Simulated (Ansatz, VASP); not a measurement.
## ZnCd3Se3S: VASP beside Ansatz

```
CELL_PARAMETERS angstrom
4.21995 0.00000 0.00000
0.00000 4.24610 0.00000
0.00000 0.00000 12.10371
ATOMIC_POSITIONS crystal
Zn 0.00000 0.00000 0.99110
Cd 0.00000 0.00000 0.50355
Cd 0.50000 0.50000 0.23606
Cd 0.50000 0.50000 0.77062
Se 0.00000 0.50000 0.63646
Se 0.50000 0.00000 0.36915
Se 0.00000 0.50000 0.10149
S 0.50000 0.00000 0.89157
```

Alike in both runs: functional PBE; k mesh 6 × 6 × 4; occupations gaussian, width 0.02 eV; no spin polarisation.

Ansatz relaxed the structure, and its values are those at the end. VASP's run is a single point on that final structure, the one shown.

|  | VASP | Ansatz |
| --- | --- | --- |
| version | VASP 6.6.1 | Ansatz 0.2.0 |
| potentials or method | VASP PAW PBE potentials, release 64 (Zn, Cd, Se, S), cutoff 520 eV | scalar-relativistic, plane waves, PAW |
| valence electrons in the cell | 72 | 126 |

Ansatz gave:

- gap on the k mesh at the Fermi level (eV): 0.64
- least direct gap on the mesh (eV): 0.64
- pressure (GPa): 0.0
- rms of the force components (eV/Å): 0.003

What did VASP give for the same quantities?

gap on the k mesh at the Fermi level (eV): 0.64; least direct gap on the mesh (eV): 0.64; pressure (GPa): 0.3; rms of the force components (eV/Å): 0.007.

VASP's potentials hold 72 valence electrons a cell and Ansatz's 126, so a difference there can come from the potentials and not from the codes.
